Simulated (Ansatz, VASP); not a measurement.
# One calculation of AlN, two programs

```
Al N
1.0
     3.03323    0.00000    0.00000
    -1.51661    2.62685    0.00000
     0.00000    0.00000    5.22690
Al N
2 2
Direct
  0.33333 0.66667 0.00000
  0.66667 0.33333 0.50000
  0.33333 0.66667 0.38500
  0.66667 0.33333 0.88500
```

Change from the starting cell: strain -0.025 along x and y, +0.050 along z, atoms carried along.

Alike in both runs: task single point; functional PBE; k mesh 9 × 9 × 6; occupations gaussian, width 0.05 eV; no spin polarisation.

|  | VASP | Ansatz |
| --- | --- | --- |
| version | VASP 6.6.1 | Ansatz 0.2.0 |
| potentials or method | VASP PAW PBE potentials, release 64 (Al, N), cutoff 520 eV | scalar-relativistic, plane waves, PAW |
| valence electrons in the cell | 16 | 16 |

|  | VASP | Ansatz | Ansatz less VASP |
| --- | --- | --- | --- |
| gap on the k mesh at the Fermi level (eV) | 4.19 | 4.18 | -0.008 |
| least direct gap on the mesh (eV) | 4.19 | 4.18 | -0.008 |
| pressure (GPa) | 6.7 | 7.0 | +0.24 |
| traceless stress, the component that is largest in VASP (GPa) | -20.05 | -19.93 | +0.121 |
| rms of the force components (eV/Å) | 0.458 | 0.457 | -0.0012 |

Atom by atom the forces differ by 0.001 eV/Å (rms over components).
